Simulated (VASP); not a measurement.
# NaI (Fm-3m) in VASP: further runs, part 2 of 2

VASP 6.6.1. Earlier steps stand in the parts before.

## 3. Single point, r2SCAN (volume scaled by 1.06)

File POSCAR:

```
NaI
1.0
    0.0000000000      3.2968067250      3.2968067250
    3.2968067250      0.0000000000      3.2968067250
    3.2968067250      3.2968067250      0.0000000000
Na I
1 1
Direct
    0.0000000000      0.0000000000      0.0000000000
    0.5000000000      0.5000000000      0.5000000000
```

File INCAR.step1:

```
PREC     = Accurate       # precision mode
ENCUT    = 520            # plane-wave cutoff, eV
ISMEAR   = 0              # smearing method
SIGMA    = 0.02           # smearing width, eV
LREAL    = False          # projectors in reciprocal space
LASPH    = True           # aspherical terms in the spheres
NELM     = 100            # most SCF steps
NBANDS   = 14             # bands
GGA      = PE             # functional
ALGO     = Normal         # electronic algorithm
EDIFF    = 1E-4           # SCF threshold, eV
LWAVE    = True           # write WAVECAR
LCHARG   = False          # write CHGCAR
```

File INCAR.step2:

```
PREC     = Accurate       # precision mode
ENCUT    = 520            # plane-wave cutoff, eV
EDIFF    = 1E-6           # SCF threshold, eV
ISMEAR   = 0              # smearing method
SIGMA    = 0.02           # smearing width, eV
LREAL    = False          # projectors in reciprocal space
LASPH    = True           # aspherical terms in the spheres
NELM     = 100            # most SCF steps
ALGO     = Normal         # electronic algorithm
ISIF     = 2              # what is computed and relaxed
LWAVE    = False          # write WAVECAR
LCHARG   = False          # write CHGCAR
METAGGA  = R2SCAN         # meta-GGA
LMIXTAU  = True         
NBANDS   = 14             # bands
ISTART   = 1
```

File KPOINTS:

```
Automatic mesh
0
Gamma
  6 6 6
```

Potentials or basis: VASP PAW PBE potentials, release 64 (Na_pv, I).

Launch:

```
$ cat potpaw_PBE.64/Na_pv/POTCAR potpaw_PBE.64/I/POTCAR > POTCAR
$ cp INCAR.step1 INCAR
$ mpirun -np 1 vasp_std > vasp.out
$ cp INCAR.step2 INCAR
$ mpirun -np 1 vasp_std > vasp.out
```

OUTCAR:

```text
PREC = Accurate
   ENCUT = 520
   EDIFF = 1E-6
   ISMEAR = 0
   LREAL = False
   LASPH = True
   NELM = 100
   ISIF = 2
   METAGGA = R2SCAN
   ISTART = 1

 ion  position               nearest neighbor table
   1  0.000  0.000  0.000-
   2  0.500  0.500  0.500-

  LATTYP: Found a face centered cubic cell.
 ALAT       =     6.5936134500

  Lattice vectors:

 A1 = (   0.0000000000,   3.2968067250,   3.2968067250)
 A2 = (   3.2968067250,   0.0000000000,   3.2968067250)
 A3 = (   3.2968067250,   3.2968067250,   0.0000000000)

Analysis of symmetry for initial positions (statically):
=====================================================================
 Subroutine PRICEL returns:
 Original cell was already a primitive cell.

 Routine SETGRP: Setting up the symmetry group for a
 face centered cubic supercell.

 Subroutine GETGRP returns: Found 48 space group operations
 (whereof 48 operations were pure point group operations)
 out of a pool of 48 trial point group operations.

The static configuration has the point symmetry O_h .

[... 162 lines left out ...]
      2     -23.2085      2.00000
      3     -23.2085      2.00000
      4     -11.0988      2.00000
      5       0.1080      2.00000
      6       0.1081      2.00000
      7       0.1081      2.00000
      8       4.3844      0.00000
      9       8.5784      0.00000
     10       8.5785      0.00000
     11       8.5785      0.00000
     12      10.3450      0.00000
     13      10.3450      0.00000
     14      11.1537      0.00000
[... 241 lines left out ...]
      1     -23.2109      2.00000
      2     -23.2101      2.00000
      3     -23.2098      2.00000
      4     -10.7397      2.00000
      5      -1.4299      2.00000
      6      -0.9049      2.00000
      7      -0.6915      2.00000
      8       6.1081      0.00000
      9       7.1281      0.00000
     10       9.1515      0.00000
     11       9.3138      0.00000
     12      12.3525      0.00000
     13      13.1640      0.00000
     14      13.1813      0.00000

------------------------ aborting loop because EDIFF is reached ----------------------------------------

  FORCE on cell =-STRESS in cart. coord.  units (eV):
  Direction    XX          YY          ZZ          XY          YZ          ZX
  --------------------------------------------------------------------------------------
  -------------------------------------------------------------------------------------
  Total       -0.4317851     -0.4317851     -0.4317851      0.0000000      0.0000000     -0.0000000
  in kB       -9.6531222     -9.6531222     -9.6531222      0.0000000      0.0000000     -0.0000000
  external PRESSURE =      -9.6531222 kB  Pullay stress =       0.0000000 kB

 VOLUME and BASIS-vectors are now :
 -----------------------------------------------------------------------------
  energy-cutoff  :      520.00
  volume of cell :       71.67
      direct lattice vectors                 reciprocal lattice vectors
     0.000000000  3.296806725  3.296806725    -0.151661909  0.151661909  0.151661909
     3.296806725  0.000000000  3.296806725     0.151661909 -0.151661909  0.151661909
     3.296806725  3.296806725  0.000000000     0.151661909  0.151661909 -0.151661909

 POSITION                                       TOTAL-FORCE (eV/Angst)
 -----------------------------------------------------------------------------------
      0.00000      0.00000      0.00000         0.000000     -0.000000      0.000000
      3.29681      3.29681      3.29681        -0.000000      0.000000      0.000000
 -----------------------------------------------------------------------------------
    total drift:                                0.000000      0.000000      0.000000

  FREE ENERGIE OF THE ION-ELECTRON SYSTEM (eV)
  ---------------------------------------------------
  free  energy   TOTEN  =       -31.0711191275 eV

  energy  without entropy=      -31.0711191275  energy(sigma->0) =      -31.07111913
```

OUTCAR.step1:

```text
PREC = Accurate
   ENCUT = 520
   ISMEAR = 0
   LREAL = False
   LASPH = True
[... 483 lines left out ...]
      0.00000      0.00000      0.00000         0.000000     -0.000000     -0.000000
      3.29681      3.29681      3.29681         0.000000      0.000000      0.000000
 -----------------------------------------------------------------------------------
    total drift:                                0.000000      0.000000      0.000000

  FREE ENERGIE OF THE ION-ELECTRON SYSTEM (eV)
  ---------------------------------------------------
  free  energy   TOTEN  =        -5.3848831482 eV

  energy  without entropy=       -5.3848831482  energy(sigma->0) =       -5.38488315
```

It took 40 s on 1 thread of Intel Xeon Platinum 8488C (Sapphire Rapids), shared host; peak memory 0.21 GiB.

What came out:

```yaml
Free_energy: -31.0711 eV
Pressure: -1.0 GPa
Band_gap_on_the_k_mesh: 4.28 eV, direct
```

Levels at points of the mesh, in eV from the valence-band top:
| k point | band 4 | band 5 | band 6 | band 7 | band 8 | band 9 | band 10 | band 11 |
| --- | --- | --- | --- | --- | --- | --- | --- | --- |
| (0.00, 0.00, 0.00) | -11.21 | 0.00 | 0.00 | 0.00 | 4.28 | 8.47 | 8.47 | 8.47 |
| (0.50, 0.00, 0.00) | -10.93 | -1.99 | -0.26 | -0.26 | 5.67 | 8.02 | 8.02 | 9.35 |
| (0.50, 0.50, 0.00) | -10.85 | -1.76 | -0.69 | -0.69 | 5.19 | 6.11 | 10.35 | 11.94 |

Caveat: the cell differs from its parent crystal (volume scaled by 1.06); the PAW data sets were made with another functional, which shifts forces and pressure a little; spin-orbit coupling is left out, which moves the levels of the heavy elements.

## 4. Relaxation of cell and atoms, r2SCAN

This run uses another cell than the first one, of 33.90 Å³/atom, 0.974 times its volume.

File POSCAR:

```
NaI
1.0
    0.0000000000      3.2364000000      3.2364000000
    3.2364000000      0.0000000000      3.2364000000
    3.2364000000      3.2364000000      0.0000000000
Na I
1 1
Direct
    0.0000000000      0.0000000000      0.0000000000
    0.5000000000      0.5000000000      0.5000000000
```

File INCAR.step1:

```
ALGO = Normal ; EDIFF = 1E-4
ENCUT = 600 ; GGA = PE
ISMEAR = 0 ; LASPH = T
LCHARG = F ; LREAL = F
LWAVE = T ; NELM = 80
PREC = Accurate ; SIGMA = 0.02
```

File INCAR.step2:

```
ALGO = Normal ; EDIFF = 1E-7
EDIFFG = -0.005 ; ENCUT = 600
IBRION = 2 ; ISIF = 3
ISMEAR = 0 ; ISTART = 1
LASPH = T ; LCHARG = F
LMIXTAU = T ; LREAL = F
LWAVE = F ; METAGGA = R2SCAN
NELM = 80 ; NSW = 100
PREC = Accurate ; SIGMA = 0.02
```

File KPOINTS:

```
k-points
0
Gamma
  6 6 6
```

Launch:

```
$ cat potpaw_PBE.64/Na_pv/POTCAR potpaw_PBE.64/I/POTCAR > POTCAR
$ cp INCAR.step1 INCAR
$ mpirun -np 1 vasp_std > vasp.out
$ cp INCAR.step2 INCAR
$ mpirun -np 1 vasp_std > vasp.out
```

Wall time 4.2 min (1 thread of Intel Xeon Platinum 8488C (Sapphire Rapids), shared host); peak memory 0.27 GiB.

Results (log left out):

```
Free energy                            : -31.0869 eV
Relaxed volume                         : 33.45 Å³/atom
Relaxed cell                           : a = 4.557 Å, b = 4.557 Å, c = 4.557 Å, α = 60.00°, β = 60.00°, γ = 60.00°
Space group after relaxing (to 0.05 Å) : Fm-3m (No. 225)
Energy gained by relaxing              : 0.4 meV/atom
Ionic steps                            : 5
Pressure after relaxing                : 0.0 GPa
Band gap on the k mesh                 : 4.48 eV, direct
```

The path:
| step | energy change (eV) | largest force (eV/Å) | pressure (GPa) | volume (Å³) |
| --- | --- | --- | --- | --- |
| 1 | 0.0000 | 0.0000 | -0.22 | 67.80 |
| 2 | -0.0005 | 0.0000 | -0.11 | 67.35 |
| 3 | -0.0007 | 0.0000 | -0.07 | 67.17 |
| 4 | -0.0008 | 0.0000 | 0.03 | 66.81 |
| 5 | -0.0007 | 0.0000 | 0.00 | 66.91 |

Final structure:
```yaml
crystal:
  lattice:
    - [0.00000, 3.22216, 3.22216]
    - [3.22216, 0.00000, 3.22216]
    - [3.22216, 3.22216, 0.00000]
  atoms:
    - { symbol: Na, position: [0.00000, 0.00000, 0.00000] }
    - { symbol: I, position: [0.50000, 0.50000, 0.50000] }
```

Levels at points of the mesh, in eV from the valence-band top:
```csv
k point,band 4,band 5,band 6,band 7,band 8,band 9,band 10,band 11
"(0.00, 0.00, 0.00)",-11.38,0.00,0.00,0.00,4.48,8.47,8.47,8.47
"(0.50, 0.00, 0.00)",-11.03,-2.23,-0.31,-0.31,5.70,8.08,8.08,9.88
"(0.50, 0.50, 0.00)",-10.95,-1.98,-0.78,-0.78,5.24,6.00,10.82,12.21
```

Caveat: the PAW data sets were made with another functional, which shifts forces and pressure a little; spin-orbit coupling is left out, which moves the levels of the heavy elements.

## 5. Summary

```csv
task,cell,cutoff (eV),gap on the mesh (eV),pressure (GPa)
single point,"a = 4.618 Å, angles 60.0°, 2 atoms",520,4.36,-0.6
single point,"a = 4.662 Å, angles 60.0°, 2 atoms",520,4.28,-1.0
relaxation of cell and atoms,"relaxed from a = 4.577 Å, angles 60.0°, 2 atoms",600,4.48,0.0
```

Alike in all rows: level r2SCAN; potentials or basis VASP PAW PBE potentials, release 64 (Na_pv, I); no spin polarisation; k mesh 6 × 6 × 6; smearing gaussian 0.02 eV.

Caveats: the PAW data sets were made with another functional, which shifts forces and pressure a little; spin-orbit coupling is left out, which moves the levels of the heavy elements.

Total energies depend on the potentials used, so only differences within one code and one set of settings carry meaning.
